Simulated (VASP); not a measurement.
# BaZnSbF in VASP: notebook

The runs below take BaZnSbF through single point, with PBE.

All numbers are computed with VASP 6.6.1; they aren't measurements. Logs are shortened: lines on timing, memory, paths and dates and some standing lists are left out, and cuts for length are marked.

### 1 The cell of the first run

The cell holds a disordered packing, 8 atoms: a = 5.652 Å, b = 6.213 Å, c = 5.822 Å, α = 97.35°, β = 87.53°, γ = 96.66°.

### 2 Single point, PBE

Contents of INCAR:

```
PREC     = Accurate       # precision mode
ENCUT    = 520            # plane-wave cutoff, eV
EDIFF    = 1E-6           # SCF threshold, eV
ISMEAR   = -1             # smearing method
SIGMA    = 0.05           # smearing width, eV
LREAL    = False          # projectors in reciprocal space
LASPH    = True           # aspherical terms in the spheres
NELM     = 100            # most SCF steps
ALGO     = Normal         # electronic algorithm
ISIF     = 2              # what is computed and relaxed
LWAVE    = False          # write WAVECAR
LCHARG   = False          # write CHGCAR
GGA      = PE             # functional
NBANDS   = 44             # bands
```

Contents of KPOINTS:

```
Automatic mesh
0
Gamma
  3 3 3
```

Contents of POSCAR:

```
BaZnSbF
1.0
    5.6497650000     -0.1535740000     -0.0266580000
   -0.5566580000      6.1590250000     -0.5933160000
    0.2741450000     -0.1663180000      5.8133090000
Ba F Zn Sb
2 2 2 2
Direct
    0.3043854671      0.8713382778      0.5020776032
    0.8658150357      0.6924515683     -0.0033259041
    0.0132032596      0.1642261065      0.7181544881
    0.6807095422      0.9213759971      0.6573943474
    0.7091319667      0.1727024695      0.9779614637
    0.8450754645      0.1618310883      0.4180371275
    0.5174976002      0.4215983961      0.6125126886
    0.2888296604      0.3546633977      0.0602400611
```

Potentials or basis: VASP PAW PBE potentials, release 64 (Ba_sv, F, Zn, Sb).

Started as:

```bash
$ cat potpaw_PBE.64/Ba_sv/POTCAR potpaw_PBE.64/F/POTCAR potpaw_PBE.64/Zn/POTCAR potpaw_PBE.64/Sb/POTCAR > POTCAR
$ mpirun -np 1 vasp_std > vasp.out
```

OUTCAR:

```text
PREC = Accurate
   ENCUT = 520
   EDIFF = 1E-6
   ISMEAR = -1
   LREAL = False
   LASPH = True
   NELM = 100
   ISIF = 2
   GGA = PE

 ion  position               nearest neighbor table
   1  0.304  0.871  0.502-   4 2.32   3 2.74   7 3.31   6 3.41   6 3.41   7 3.48   5 3.83   8 3.84
                             2 3.90   2 3.90   8 4.14   8 4.21   2 4.37   2 4.69
   2  0.866  0.692  0.997-   4 2.87   7 3.22   5 3.23   5 3.24   8 3.42   6 3.57   8 3.70   1 3.90
                             1 3.90   1 4.37   1 4.69
   3  0.013  0.164  0.718-   6 2.02   5 2.24   8 2.65   1 2.74
   4  0.681  0.921  0.657-   6 2.27   5 2.27   1 2.32   2 2.87
   5  0.709  0.173  0.978-   3 2.24   4 2.27   6 2.72   8 2.75   7 3.09   2 3.23   2 3.24   8 3.37
                             1 3.83
   6  0.845  0.162  0.418-   3 2.02   4 2.27   7 2.71   5 2.72   8 3.40   1 3.41   1 3.41   2 3.57

   7  0.517  0.422  0.613-   6 2.71   8 2.92   5 3.09   2 3.22   1 3.31   8 3.47   1 3.48
   8  0.289  0.355  0.060-   3 2.65   5 2.75   7 2.92   5 3.37   6 3.40   2 3.42   7 3.47   2 3.70
                             1 3.84   1 4.14   1 4.21

  LATTYP: Found a triclinic cell.
 ALAT       =     5.8221455399
 B/A-ratio  =     1.3633156204
 C/A-ratio  =     1.0670509850
 COS(alpha) =     0.0111749846
 COS(beta)  =     0.1278977436
 COS(gamma) =     0.7027908883

  Lattice vectors:

 A1 = (   0.2741450000,  -0.1663180000,   5.8133090000)
 A2 = (  -5.3756200000,  -0.0127440000,   5.8399670000)
 A3 = (   0.5566580000,  -6.1590250000,   0.5933160000)

Analysis of symmetry for initial positions (statically):
=====================================================================
 Subroutine PRICEL returns:
 Original cell was already a primitive cell.

 Routine SETGRP: Setting up the symmetry group for a
 triclinic supercell.

 Subroutine GETGRP returns: Found  1 space group operations
 (whereof  1 operations were pure point group operations)
 out of a pool of  2 trial point group operations.

The static configuration has the point symmetry C_1 .

Analysis of symmetry for dynamics (positions and initial velocities):
=====================================================================
 Subroutine PRICEL returns:
 Original cell was already a primitive cell.

 Routine SETGRP: Setting up the symmetry group for a
 triclinic supercell.

 Subroutine GETGRP returns: Found  1 space group operations
 (whereof  1 operations were pure point group operations)
 out of a pool of  2 trial point group operations.

The dynamic configuration has the point symmetry C_1 .

 Subroutine INISYM returns: Found  1 space group operations
 (whereof  1 operations are pure point group operations),
 and found     1 'primitive' translations

----------------------------------------------------------------------------------------

                                     Primitive cell

  volume of cell :     201.2990

  direct lattice vectors                    reciprocal lattice vectors
     5.649765000 -0.153574000 -0.026658000     0.177376117  0.015267688 -0.007927926
    -0.556658000  6.159025000 -0.593316000     0.004457085  0.163195727  0.004458820
     0.274145000 -0.166318000  5.813309000     0.001268288  0.016726041  0.172437788

  length of vectors
     5.651914736  6.212526133  5.822145540     0.178208421  0.163317458  0.173251724

  position of ions in fractional coordinates (direct lattice)
     0.304385467  0.871338278  0.502077603
     0.865815036  0.692451568  0.996674096
     0.013203260  0.164226107  0.718154488
     0.680709542  0.921375997  0.657394347
     0.709131967  0.172702470  0.977961464
     0.845075464  0.161831088  0.418037127
     0.517497600  0.421598396  0.612512689
     0.288829660  0.354663398  0.060240061

  ion indices of the primitive-cell ions
   primitive index   ion index
                 1           1
                 2           2
                 3           3
                 4           4
                 5           5
                 6           6
                 7           7
                 8           8

----------------------------------------------------------------------------------------

 KPOINTS: Automatic mesh

Automatic generation of k-mesh.
 Grid dimensions read from file:
 generate k-points for:    3    3    3

 Generating k-lattice:

  Cartesian coordinates                     Fractional coordinates (reciprocal lattice)
     0.059125372  0.005089229 -0.002642642     0.333333333  0.000000000  0.000000000
     0.001485695  0.054398576  0.001486273     0.000000000  0.333333333 -0.000000000
     0.000422763  0.005575347  0.057479263     0.000000000  0.000000000  0.333333333

  Length of vectors
     0.059402807  0.054439153  0.057750575

  Shift w.r.t. Gamma in fractional coordinates (k-lattice)
     0.000000000  0.000000000  0.000000000

 Subroutine IBZKPT returns following result:
 ===========================================

 Found     14 irreducible k-points:

 Following reciprocal coordinates:
            Coordinates               Weight
  0.000000  0.000000  0.000000      1.000000
  0.333333 -0.000000 -0.000000      2.000000
 -0.000000  0.333333  0.000000      2.000000
  0.333333  0.333333  0.000000      2.000000
 -0.333333  0.333333  0.000000      2.000000
 -0.000000  0.000000  0.333333      2.000000
  0.333333 -0.000000  0.333333      2.000000
 -0.333333  0.000000  0.333333      2.000000
 -0.000000  0.333333  0.333333      2.000000
  0.333333  0.333333  0.333333      2.000000
 -0.333333  0.333333  0.333333      2.000000
  0.000000 -0.333333  0.333333      2.000000
  0.333333 -0.333333  0.333333      2.000000
 -0.333333 -0.333333  0.333333      2.000000
   k-points           NKPTS =     14   k-points in BZ     NKDIM =     14   number of bands    NBANDS=     44
   number of dos      NEDOS =    301   number of ions     NIONS =      8
   total plane-waves  NPLWV =  96768
   dimension x,y,z NGX =    42 NGY =   48 NGZ =   48
   dimension x,y,z NGXF=    84 NGYF=   96 NGZF=   96
   ions per type =               2   2   2   2
   NGX,Y,Z   is equivalent  to a cutoff of  12.35, 12.84, 13.71 a.u.
   NGXF,Y,Z  is equivalent  to a cutoff of  24.71, 25.69, 27.41 a.u.
 SYSTEM =  unknown system
   PREC   = accura    normal or accurate (medium, high low for compatibility)
   ISTART =      0    job   : 0-new  1-cont  2-samecut
   ICHARG =      2    charge: 1-file 2-atom 10-const
   ISPIN  =      1    spin polarized calculation?
   LNONCOLLINEAR =      F non collinear calculations
   LSORBIT =      F    spin-orbit coupling
   LASPH  =      T    aspherical Exc in radial PAW
   ENCUT  =  520.0 eV  38.22 Ry    6.18 a.u.  10.51 11.55 10.83*2*pi/ulx,y,z
   NELM   =    100;   NELMIN=  2; NELMDL= -5     # of ELM steps
   EDIFF  = 0.1E-05   stopping-criterion for ELM
   LREAL  =      F    real-space projection
   EDIFFG = 0.1E-04   stopping-criterion for IOM
   NSW    =      0    number of steps for IOM
   IBRION =     -1    ionic relax: 0-MD 1-quasi-New 2-CG
   NFREE  =      0    steps in history (QN), initial steepest desc. (CG)
   ISIF   =      2    stress and relaxation
   ISYM   =      2    0-nonsym 1-usesym 2-fastsym
   POTIM  = 0.5000    time-step for ionic-motion
   TEBEG  =    0.0;   TEEND  =   0.0 temperature during run
   PSTRESS=    0.0 pullay stress
   NELECT =      68.0000    total number of electrons
   NUPDOWN=      -1.0000    fix difference up-down
   EMIN   =  10.00;   EMAX   =-10.00  energy-range for DOS
   EFERMI =   0.00;   METHOD = LEGACY
   ISMEAR =    -1;   SIGMA  =   0.05  broadening in eV -4-tet -1-fermi 0-gaus
   EFERMI_NEDOS =   21; number of points for ismear=-14 and -15
   IALGO  =     38    algorithm
   IMIX   =      4    mixing-type and parameters
     AMIX     =   0.40;   BMIX     =  1.00
     AMIX_MAG =   1.60;   BMIX_MAG =  1.00
  volume/ion in A,a.u.               =      25.16       169.80
  Fermi-wavevector in a.u.,A,eV,Ry     =   1.140155  2.154581 17.686942  1.299954
  Thomas-Fermi vector in A             =   2.276858
   LORBIT       =      0    0 simple, 1 ext, 2 COOP (PROOUT), +10 PAW based schemes
   GGA     = PE    functional components
   LHFCALC =     F    Hartree Fock is set to
   AEXX    =    0.0000 exact exchange contribution
   IVDW    =     0    specifies the selected vdW correction
   LEPSILON=     F    determine dielectric tensor
   LRPA    =     F    only Hartree local field effects (RPA)
 non-spin polarized calculation
  energy-cutoff  :      520.00
  volume of cell :      201.30
 maximum number of plane-waves:      5445
 NGX is ok and might be reduce to    42
   NGX = 21   NGY = 23   NGZ = 21

 number of electron      67.9999984 magnetization

 Free energy of the ion-electron system (eV)
  ---------------------------------------------------
  ext. energy  EPLUGINS =         0.00000000
  ---------------------------------------------------
  free energy    TOTEN  =       -25.56941300 eV

  energy without entropy =      -25.54689612  energy(sigma->0) =      -25.55815456

 E-fermi :   4.1069     XC(G=0):  -9.2856

 val. band max:        4.0409790259   @ k =  -0.3333  -0.3333   0.3333
 cond. band min:       4.1136417641   @ k =  -0.0000   0.0000   0.3333
 fundamental gap:      0.0726627381
 Fermi energy:         4.1068951502

 k-point     1 :       0.0000    0.0000    0.0000
  band No.  band energies     occupation
      1     -24.5214      2.00000
      2     -24.2990      2.00000
      3     -20.5985      2.00000
      4     -20.0621      2.00000
      5     -10.0035      2.00000
      6      -9.9354      2.00000
[... 36 lines left out ...]
     43       7.8888      0.00000
     44       8.0845      0.00000

 k-point     2 :       0.3333   -0.0000   -0.0000
  band No.  band energies     occupation
      1     -24.5118      2.00000
      2     -24.3023      2.00000
      3     -20.6556      2.00000
      4     -20.0140      2.00000
      5      -9.9835      2.00000
      6      -9.9281      2.00000
[... 556 lines left out ...]
 k-point    14 :      -0.3333   -0.3333    0.3333
  band No.  band energies     occupation
      1     -24.5082      2.00000
      2     -24.3041      2.00000
      3     -20.6580      2.00000
      4     -20.0138      2.00000
      5     -10.0138      2.00000
      6      -9.9259      2.00000
[... 36 lines left out ...]
     43       7.7759      0.00000
     44       8.1127      0.00000

------------------------ aborting loop because EDIFF is reached ----------------------------------------

  FORCE on cell =-STRESS in cart. coord.  units (eV):
  Direction    XX          YY          ZZ          XY          YZ          ZX
  --------------------------------------------------------------------------------------
  -------------------------------------------------------------------------------------
  Total        8.1886801      8.4556873      4.7263372      2.5600268      0.1310041      2.6405823
  in kB       65.1752720     67.3004336     37.6178224     20.3757432      1.0426864     21.0169001
  external PRESSURE =      56.6978427 kB  Pullay stress =       0.0000000 kB

 VOLUME and BASIS-vectors are now :
 -----------------------------------------------------------------------------
  energy-cutoff  :      520.00
  volume of cell :      201.30
      direct lattice vectors                 reciprocal lattice vectors
     5.649765000 -0.153574000 -0.026658000     0.177376117  0.015267688 -0.007927926
    -0.556658000  6.159025000 -0.593316000     0.004457085  0.163195727  0.004458820
     0.274145000 -0.166318000  5.813309000     0.001268288  0.016726041  0.172437788

 POSITION                                       TOTAL-FORCE (eV/Angst)
 -----------------------------------------------------------------------------------
      1.37231      5.23634      2.39364        -1.072173      0.434236     -0.613840
      4.77943      3.96609      5.36005        -0.017078      0.360329      0.067295
      0.18006      0.89000      4.07706         0.612997     -0.100339     -0.156055
      3.51318      5.46090      3.25682         0.577776     -0.655747      0.884110
      4.17840      0.79212      5.56382        -0.162940      0.091526      0.623865
      4.79900      0.79741      2.31163        -0.447380      0.403414     -0.866688
      2.85697      2.41529      3.29679        -0.259342     -0.380718     -1.221277
      1.45091      2.13001      0.13207         0.768141     -0.152701      1.282590
 -----------------------------------------------------------------------------------
    total drift:                               -0.000144      0.000900      0.000421

  FREE ENERGIE OF THE ION-ELECTRON SYSTEM (eV)
  ---------------------------------------------------
  free  energy   TOTEN  =       -25.5694129980 eV

  energy  without entropy=      -25.5468961193  energy(sigma->0) =      -25.55815456
```

Run time: 4.5 min. Hardware: 1 thread of Intel Xeon 8259CL, shared host; peak memory 0.38 GiB.

Results:

| Item | Value |
| --- | --- |
| Free energy | -25.5694 eV |
| Pressure | 5.7 GPa |
| Largest force | 1.503 eV/Å |
| Band gap on the k mesh | 0.07 eV (least direct gap 0.30 eV) |

Forces in eV/Å, atoms in the order of the input:
```
Ba  -1.072  0.434 -0.614
Ba  -0.017  0.360  0.067
F    0.613 -0.100 -0.156
F    0.578 -0.656  0.884
Zn  -0.163  0.092  0.624
Zn  -0.447  0.403 -0.867
Sb  -0.259 -0.381 -1.221
Sb   0.768 -0.153  1.283
```

Caveat: semilocal functionals underestimate gaps, and a narrow one can read as zero; spin-orbit coupling is left out, which moves the levels of the heavy elements.

### 3 Single point, PBE

This run uses another cell than the first one, of 25.78 Å³/atom.

Contents of INCAR:

```
SYSTEM = BaZnSbF
  PREC = Accurate
  ENCUT = 520
  EDIFF = 1E-6
  ISMEAR = -1
  SIGMA = 0.05
  LREAL = .False.
  LASPH = .True.
  NELM = 80
  ALGO = Normal
  ISIF = 2
  LWAVE = .False.
  LCHARG = .False.
  GGA = PE
  NBANDS = 44
```

Contents of KPOINTS:

```
regular mesh
0
Gamma
  3 3 3
  0 0 0
```

Contents of POSCAR:

```
BaZnSbF
1.0
    5.6952840000     -0.1548120000     -0.0268730000
   -0.5611430000      6.2086460000     -0.5980960000
    0.2763530000     -0.1676580000      5.8601450000
Ba F Zn Sb
2 2 2 2
Direct
    0.2983054809      0.8738294168      0.5032759841
    0.8695420976      0.6921786968     -0.0022071954
    0.0193760647      0.1824721048      0.7277675773
    0.7043066494      0.9279606684      0.6579058021
    0.7082592309      0.1709784353      0.9772605573
    0.8509580798      0.1640423638      0.4113698344
    0.5171146646      0.4216321200      0.6041585843
    0.2852069466      0.3508553718      0.0608043932
```

Potentials or basis: VASP PAW PBE potentials, release 64 (Ba_sv, F, Zn, Sb).

Started as:

```bash
$ cat potpaw_PBE.64/Ba_sv/POTCAR potpaw_PBE.64/F/POTCAR potpaw_PBE.64/Zn/POTCAR potpaw_PBE.64/Sb/POTCAR > POTCAR
$ mpirun -np 1 vasp_std > vasp.out
```

Run time: 4.5 min. Hardware: 1 thread of Intel Xeon 8259CL, shared host; peak memory 0.38 GiB.

The run converged. Its results:

```
Free energy            : -25.7727 eV
Pressure               : 3.3 GPa
Largest force          : 1.524 eV/Å
Band gap on the k mesh : zero (filled and empty bands touch)
```

Forces in eV/Å, atoms in the order of the input:
```
Ba  -0.068  0.568 -0.130
Ba  -0.262  0.201 -0.092
F    0.434  0.076 -0.342
F   -0.330 -0.885  0.483
Zn  -0.190  0.065  0.437
Zn  -0.410  0.371 -0.508
Sb  -0.164 -0.250 -0.998
Sb   0.990 -0.146  1.149
```

Stress tensor (GPa, compression positive):
```
 3.41  2.00  1.46
 2.00  4.81 -0.16
 1.46 -0.16  1.71
```

Levels at points of the mesh, in eV from the Fermi level:
```tsv
k point	band 32	band 33	band 34	band 35	band 36	band 37
(0.00, 0.00, 0.00)	-1.21	-1.10	-0.58	0.07	0.89	1.06
```

Caveat: the k points lie up to 0.37 Å⁻¹ apart; spin-orbit coupling is left out, which moves the levels of the heavy elements.

### 4 Single point, PBE

This run uses another cell than the first one, of 26.22 Å³/atom.

Contents of INCAR:

```
ALGO = Normal ; EDIFF = 1E-6
ENCUT = 520 ; GGA = PE
ISIF = 2 ; ISMEAR = -1
LASPH = T ; LCHARG = F
LREAL = F ; LWAVE = F
NBANDS = 44 ; NELM = 60
PREC = Accurate ; SIGMA = 0.05
```

Contents of KPOINTS:

```
k-points
0
Gamma
  3 3 3
```

Contents of POSCAR:

```
BaZnSbF
1.0
    5.7277710000     -0.1556950000     -0.0270260000
   -0.5643430000      6.2440620000     -0.6015080000
    0.2779300000     -0.1686140000      5.8935730000
Ba F Zn Sb
2 2 2 2
Direct
    0.2912450186      0.8754573071      0.5048768823
    0.8720660130      0.6902009900     -0.0006200189
    0.0278049107      0.1996436466      0.7403135087
    0.7326639574      0.9343007258      0.6580387376
    0.7081072035      0.1699147804      0.9796794585
    0.8587619398      0.1666755199      0.4065103730
    0.5157217401      0.4212129589      0.5943962788
    0.2822844215      0.3476540130      0.0629244244
```

Started as:

```bash
$ cat potpaw_PBE.64/Ba_sv/POTCAR potpaw_PBE.64/F/POTCAR potpaw_PBE.64/Zn/POTCAR potpaw_PBE.64/Sb/POTCAR > POTCAR
$ mpirun -np 1 vasp_std > vasp.out
```

It took 4.8 min on 1 thread of Intel Xeon 8259CL, shared host; peak memory 0.4 GiB.

The run converged. Its results:

```yaml
Free_energy: -25.7695 eV
Pressure: 1.8 GPa
Largest_force: 1.599 eV/Å
Band_gap_on_the_k_mesh: zero (bands 34 and 35 overlap by 0.06 eV)
```

Forces on the atoms (eV/Å):
```
Ba   0.414  0.627  0.103
Ba  -0.464  0.127 -0.226
F    0.321  0.306 -0.349
F   -0.722 -1.086  0.253
Zn  -0.216 -0.037  0.309
Zn  -0.456  0.400 -0.325
Sb  -0.002 -0.172 -0.889
Sb   1.125 -0.164  1.125
```

Stress tensor (GPa, compression positive):
```
 1.51  1.99  1.23
 1.99  3.53 -0.29
 1.23 -0.29  0.45
```

Levels at points of the mesh, in eV from the Fermi level:
```
           k point  band 32  band 33  band 34  band 35  band 36  band 37
(0.00, 0.00, 0.00)    -1.22    -1.16    -0.60     0.06     0.86     1.03
```

Caveat: the k points lie up to 0.37 Å⁻¹ apart; spin-orbit coupling is left out, which moves the levels of the heavy elements.

### 5 Overview

```tsv
cell	gap on the mesh (eV)	pressure (GPa)	largest force (eV/Å)
a = 5.652, b = 6.213, c = 5.822 Å, angles 97.3, 87.5, 96.7°, 8 atoms, atomic positions A	0.07	5.7	1.50
a = 5.697, b = 6.263, c = 5.869 Å, angles 97.3, 87.5, 96.7°, 8 atoms, atomic positions B	none	3.3	1.52
a = 5.730, b = 6.298, c = 5.903 Å, angles 97.3, 87.5, 96.7°, 8 atoms, atomic positions C	none	1.8	1.60
```

Alike in all rows: task single point; level PBE; potentials or basis VASP PAW PBE potentials, release 64 (Ba_sv, F, Zn, Sb); no spin polarisation; k mesh 3 × 3 × 3; cutoff (eV) 520; smearing fermi-dirac 0.05 eV.

Caveats: some runs use coarse meshes; spin-orbit coupling is left out, which moves the levels of the heavy elements; semilocal functionals underestimate gaps, and a narrow one can read as zero (at least some runs).

Absolute energies hang on the potentials; compare differences alone.

The gap in the log of VASP goes by the Fermi energy; the results here count the filled bands.